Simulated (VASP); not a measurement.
# ZrGeSe3 in VASP: single point with PBE+D3(BJ)

Aim: the single point of ZrGeSe3 with PBE+D3(BJ).

All numbers are computed with VASP 6.6.1; they aren't measurements. Logs are shortened: lines on timing, memory, paths and dates and some standing lists are left out, and cuts for length are marked.

**1. The cell of the first run**

The cell holds a sheet with vacuum, 5 atoms: a = 3.731 Å, b = 3.731 Å, c = 38.094 Å, α = 90.00°, β = 90.00°, γ = 120.00°.

**2. Single point, PBE+D3(BJ)**

Contents of INCAR:

```
PREC = Accurate ; ENCUT = 520
EDIFF = 1E-6 ; ISMEAR = 0
SIGMA = 0.1 ; LREAL = False
LASPH = True ; NELM = 80
ALGO = Normal ; ISIF = 2
LWAVE = False ; LCHARG = False
LDIPOL = True ; IDIPOL = 3
DIPOL = 0.5 0.5 0.270 ; GGA = PE
IVDW = 12 ; NBANDS = 30
```

Contents of KPOINTS:

```
Automatic mesh
0
Gamma
  6 6 1
```

Contents of POSCAR:

```
ZrGeSe3
1.0
    3.7310980000      0.0000000000      0.0000000000
   -1.8655490000      3.2312260000      0.0000000000
    0.0000000000      0.0000000000     38.0944430000
Zr Ge Se
1 1 3
Direct
    0.3333330000      0.6666670000      0.3213030000
    0.0000000000      0.0000000000      0.2115530000
    0.3333330000      0.6666670000      0.1746120000
    0.0000000000      0.0000000000      0.3631450000
    0.6666670000      0.3333330000      0.2783370000
```

Potentials or basis: VASP PAW PBE potentials, release 64 (Zr_sv, Ge_d, Se).

Launch:

```console
$ cat potpaw_PBE.64/Zr_sv/POTCAR potpaw_PBE.64/Ge_d/POTCAR potpaw_PBE.64/Se/POTCAR > POTCAR
$ mpirun -np 1 vasp_std > vasp.out
```

OUTCAR:

```text
PREC = Accurate
   ENCUT = 520
   EDIFF = 1E-6
   ISMEAR = 0
   LREAL = False
   LASPH = True
   NELM = 80
   ISIF = 2
   GGA = PE
   IVDW = 12
 IVDW          = 12

 ion  position               nearest neighbor table
   1  0.333  0.667  0.321-   4 2.68   4 2.68   4 2.68   5 2.71   5 2.71   5 2.71
   2  0.000  0.000  0.212-   3 2.57   3 2.57   3 2.57
   3  0.333  0.667  0.175-   2 2.57   2 2.57   2 2.57
   4  0.000  0.000  0.363-   1 2.68   1 2.68   1 2.68
   5  0.667  0.333  0.278-   1 2.71   1 2.71   1 2.71

  LATTYP: Found a hexagonal cell.
 ALAT       =     3.7310980000
 C/A-ratio  =    10.2099818874

  Lattice vectors:

 A1 = (   3.7310980000,   0.0000000000,   0.0000000000)
 A2 = (  -1.8655490000,   3.2312260000,   0.0000000000)
 A3 = (   0.0000000000,   0.0000000000,  38.0944430000)

Analysis of symmetry for initial positions (statically):
=====================================================================
 Subroutine PRICEL returns:
 Original cell was already a primitive cell.

 Routine SETGRP: Setting up the symmetry group for a
 hexagonal supercell.

 Subroutine GETGRP returns: Found  6 space group operations
 (whereof  6 operations were pure point group operations)
 out of a pool of 24 trial point group operations.

The static configuration has the point symmetry C_3v.

Analysis of symmetry for dynamics (positions and initial velocities):
=====================================================================
 Subroutine PRICEL returns:
 Original cell was already a primitive cell.

 Routine SETGRP: Setting up the symmetry group for a
 hexagonal supercell.

 Subroutine GETGRP returns: Found  6 space group operations
 (whereof  6 operations were pure point group operations)
 out of a pool of 24 trial point group operations.

The dynamic configuration has the point symmetry C_3v.

 Subroutine INISYM returns: Found  6 space group operations
 (whereof  6 operations are pure point group operations),
 and found     1 'primitive' translations

----------------------------------------------------------------------------------------

                                     Primitive cell

  volume of cell :     459.2674

  direct lattice vectors                    reciprocal lattice vectors
     3.731098000  0.000000000  0.000000000     0.268017618  0.154740027  0.000000000
    -1.865549000  3.231226000  0.000000000     0.000000000  0.309480055  0.000000000
     0.000000000  0.000000000 38.094443000     0.000000000  0.000000000  0.026250548

  length of vectors
     3.731098000  3.731098301 38.094443000     0.309480080  0.309480055  0.026250548

  position of ions in fractional coordinates (direct lattice)
     0.333333000  0.666667000  0.321303000
     0.000000000  0.000000000  0.211553000
     0.333333000  0.666667000  0.174612000
     0.000000000  0.000000000  0.363145000
     0.666667000  0.333333000  0.278337000

  ion indices of the primitive-cell ions
   primitive index   ion index
                 1           1
                 2           2
                 3           3
                 4           4
                 5           5

----------------------------------------------------------------------------------------

 KPOINTS: Automatic mesh

Automatic generation of k-mesh.
 Grid dimensions read from file:
 generate k-points for:    6    6    1

 Generating k-lattice:

  Cartesian coordinates                     Fractional coordinates (reciprocal lattice)
     0.044669603  0.025790005  0.000000000     0.166666667  0.000000000  0.000000000
     0.000000000  0.051580009  0.000000000     0.000000000  0.166666667  0.000000000
     0.000000000  0.000000000  0.026250548     0.000000000  0.000000000  1.000000000

  Length of vectors
     0.051580013  0.051580009  0.026250548

  Shift w.r.t. Gamma in fractional coordinates (k-lattice)
     0.000000000  0.000000000  0.000000000

 Subroutine IBZKPT returns following result:
 ===========================================

 Found      7 irreducible k-points:

 Following reciprocal coordinates:
            Coordinates               Weight
  0.000000  0.000000  0.000000      1.000000
  0.166667  0.000000  0.000000      6.000000
  0.333333 -0.000000  0.000000      6.000000
  0.500000  0.000000  0.000000      3.000000
  0.166667  0.166667  0.000000      6.000000
  0.333333  0.166667  0.000000     12.000000
  0.333333  0.333333  0.000000      2.000000
   k-points           NKPTS =      7   k-points in BZ     NKDIM =      7   number of bands    NBANDS=     30
   number of dos      NEDOS =    301   number of ions     NIONS =      5
   total plane-waves  NPLWV = 225792
   dimension x,y,z NGX =    28 NGY =   28 NGZ =  288
   dimension x,y,z NGXF=    56 NGYF=   56 NGZF=  576
   ions per type =               1   1   3
   NGX,Y,Z   is equivalent  to a cutoff of  12.48, 12.48, 12.57 a.u.
   NGXF,Y,Z  is equivalent  to a cutoff of  24.95, 24.95, 25.14 a.u.
 SYSTEM =  unknown system
   PREC   = accura    normal or accurate (medium, high low for compatibility)
   ISTART =      0    job   : 0-new  1-cont  2-samecut
   ICHARG =      2    charge: 1-file 2-atom 10-const
   ISPIN  =      1    spin polarized calculation?
   LNONCOLLINEAR =      F non collinear calculations
   LSORBIT =      F    spin-orbit coupling
   LASPH  =      T    aspherical Exc in radial PAW
   ENCUT  =  520.0 eV  38.22 Ry    6.18 a.u.   6.94  6.94 70.83*2*pi/ulx,y,z
   NELM   =     80;   NELMIN=  2; NELMDL= -5     # of ELM steps
   EDIFF  = 0.1E-05   stopping-criterion for ELM
   LREAL  =      F    real-space projection
   EDIFFG = 0.1E-04   stopping-criterion for IOM
   NSW    =      0    number of steps for IOM
   IBRION =     -1    ionic relax: 0-MD 1-quasi-New 2-CG
   NFREE  =      0    steps in history (QN), initial steepest desc. (CG)
   ISIF   =      2    stress and relaxation
   ISYM   =      2    0-nonsym 1-usesym 2-fastsym
   POTIM  = 0.5000    time-step for ionic-motion
   TEBEG  =    0.0;   TEEND  =   0.0 temperature during run
   PSTRESS=    0.0 pullay stress
   NELECT =      44.0000    total number of electrons
   NUPDOWN=      -1.0000    fix difference up-down
   EMIN   =  10.00;   EMAX   =-10.00  energy-range for DOS
   EFERMI =   0.00;   METHOD = LEGACY
   ISMEAR =     0;   SIGMA  =   0.10  broadening in eV -4-tet -1-fermi 0-gaus
   EFERMI_NEDOS =   21; number of points for ismear=-14 and -15
   IALGO  =     38    algorithm
   IMIX   =      4    mixing-type and parameters
     AMIX     =   0.40;   BMIX     =  1.00
     AMIX_MAG =   1.60;   BMIX_MAG =  1.00
  volume/ion in A,a.u.               =      91.85       619.86
  Fermi-wavevector in a.u.,A,eV,Ry     =   0.749095  1.415585  7.634828  0.561144
  Thomas-Fermi vector in A             =   1.845536
   LORBIT       =      0    0 simple, 1 ext, 2 COOP (PROOUT), +10 PAW based schemes
   GGA     = PE    functional components
   LHFCALC =     F    Hartree Fock is set to
   AEXX    =    0.0000 exact exchange contribution
   IVDW    =    12    specifies the selected vdW correction
   LEPSILON=     F    determine dielectric tensor
   LRPA    =     F    only Hartree local field effects (RPA)
 non-spin polarized calculation
 Gauss-broadening in eV      SIGMA  =   0.10
  energy-cutoff  :      520.00
  volume of cell :      459.27
 maximum number of plane-waves:     12403
 NGX is ok and might be reduce to    28
   NGX = 13   NGY = 13   NGZ =141

 dipolmoment           0.000000      0.000000      0.001894 electrons x Angstroem

 number of electron      44.0000009 magnetization

 dipolmoment           0.000000      0.000000     -0.010545 electrons x Angstroem

 Free energy of the ion-electron system (eV)
  ---------------------------------------------------
  ext. energy  EPLUGINS =         0.00000000
  ---------------------------------------------------
  free energy    TOTEN  =       -27.97426033 eV

  energy without entropy =      -27.96133330  energy(sigma->0) =      -27.96779681

 E-fermi :  -2.6736     XC(G=0):  -2.8778

 val. band max:       -2.6851731363   @ k =   0.5000   0.0000   0.0000
 cond. band min:      -2.4609824195   @ k =   0.3333  -0.0000   0.0000
 fundamental gap:      0.2241907168
 Fermi energy:        -2.6736025895

 k-point     1 :       0.0000    0.0000    0.0000
  band No.  band energies     occupation
      1     -52.3081      2.00000
      2     -30.3615      2.00000
      3     -30.2505      2.00000
      4     -30.2505      2.00000
      5     -27.0255      2.00000
      6     -27.0255      2.00000
[... 22 lines left out ...]
     29       1.5404      0.00000
     30       1.5404      0.00000

 k-point     2 :       0.1667    0.0000    0.0000
  band No.  band energies     occupation
      1     -52.3044      2.00000
      2     -30.3488      2.00000
      3     -30.3045      2.00000
      4     -30.2622      2.00000
      5     -27.0267      2.00000
      6     -27.0227      2.00000
[... 22 lines left out ...]
     29       1.4503      0.00000
     30       1.6972      0.00000

 k-point     3 :       0.3333   -0.0000    0.0000
  band No.  band energies     occupation
      1     -52.2968      2.00000
      2     -30.4113      2.00000
      3     -30.3222      2.00000
      4     -30.2855      2.00000
      5     -27.0293      2.00000
      6     -27.0171      2.00000
[... 22 lines left out ...]
     29       1.8643      0.00000
     30       2.0462      0.00000

 k-point     4 :       0.5000    0.0000    0.0000
  band No.  band energies     occupation
      1     -52.2931      2.00000
      2     -30.4632      2.00000
      3     -30.3092      2.00000
      4     -30.2970      2.00000
      5     -27.0307      2.00000
      6     -27.0143      2.00000
[... 22 lines left out ...]
     29       2.1955      0.00000
     30       2.2525      0.00000

 k-point     5 :       0.1667    0.1667    0.0000
  band No.  band energies     occupation
      1     -52.2987      2.00000
      2     -30.3741      2.00000
      3     -30.3299      2.00000
      4     -30.2896      2.00000
      5     -27.0276      2.00000
      6     -27.0194      2.00000
[... 22 lines left out ...]
     29       1.4607      0.00000
     30       2.0303      0.00000

 k-point     6 :       0.3333    0.1667    0.0000
  band No.  band energies     occupation
      1     -52.2931      2.00000
      2     -30.4353      2.00000
      3     -30.3261      2.00000
      4     -30.3090      2.00000
      5     -27.0284      2.00000
      6     -27.0166      2.00000
[... 22 lines left out ...]
     29       1.6660      0.00000
     30       2.4551      0.00000

 k-point     7 :       0.3333    0.3333    0.0000
  band No.  band energies     occupation
      1     -52.2912      2.00000
      2     -30.3977      2.00000
      3     -30.3955      2.00000
      4     -30.3034      2.00000
      5     -27.0259      2.00000
      6     -27.0182      2.00000
[... 22 lines left out ...]
     29       1.6324      0.00000
     30       2.7212      0.00000

------------------------ aborting loop because EDIFF is reached ----------------------------------------

 vacuum level on the upper side and lower side of the slab       (xc-potential included)        -0.084         0.072

 Edisp (eV)   -1.54379

 E8    (eV) :    -0.7111

  FORCE on cell =-STRESS in cart. coord.  units (eV):
  Direction    XX          YY          ZZ          XY          YZ          ZX
  --------------------------------------------------------------------------------------
  -------------------------------------------------------------------------------------
  Total       0.21884     0.21884    -0.03955     0.00000     0.00000     0.00000
  in kB       0.76345     0.76345    -0.13796     0.00000     0.00000     0.00000
  external pressure =        0.46 kB  Pullay stress =        0.00 kB

 VOLUME and BASIS-vectors are now :
 -----------------------------------------------------------------------------
  energy-cutoff  :      520.00
  volume of cell :      459.27
      direct lattice vectors                 reciprocal lattice vectors
     3.731098000  0.000000000  0.000000000     0.268017618  0.154740027  0.000000000
    -1.865549000  3.231226000  0.000000000     0.000000000  0.309480055  0.000000000
     0.000000000  0.000000000 38.094443000     0.000000000  0.000000000  0.026250548

 POSITION                                       TOTAL-FORCE (eV/Angst)
 -----------------------------------------------------------------------------------
     -0.00000      2.15415     12.23986        -0.000000      0.000000      0.027163
      0.00000      0.00000      8.05899         0.000000     -0.000000     -0.002764
     -0.00000      2.15415      6.65175         0.000000     -0.000000      0.012966
      0.00000      0.00000     13.83381        -0.000000     -0.000000     -0.005020
      1.86555      1.07707     10.60309        -0.000000     -0.000000     -0.032345
 -----------------------------------------------------------------------------------
    total drift:                                0.003245     -0.001871     -0.001393

  FREE ENERGIE OF THE ION-ELECTRON SYSTEM (eV)
  ---------------------------------------------------
  free  energy   TOTEN  =       -29.5180453812 eV

  energy  without entropy=      -29.5051183560  energy(sigma->0) =      -29.51158187

 vacuum level on the upper side and lower side of the slab         2.523         2.681
```

Wall time 2.9 min (1 thread of AMD EPYC 9R45 (Zen 5), shared host); peak memory 0.5 GiB.

What came out:

| Property | Result |
| --- | --- |
| Free energy | -29.5180 eV |
| Largest force | 0.032 eV/Å |
| Dispersion energy per atom | -0.309 eV |

Forces in eV/Å, atoms in the order of the input:
```
Zr   0.000  0.000  0.027
Ge   0.000  0.000 -0.003
Se   0.000  0.000  0.013
Se   0.000  0.000 -0.005
Se   0.000  0.000 -0.032
```
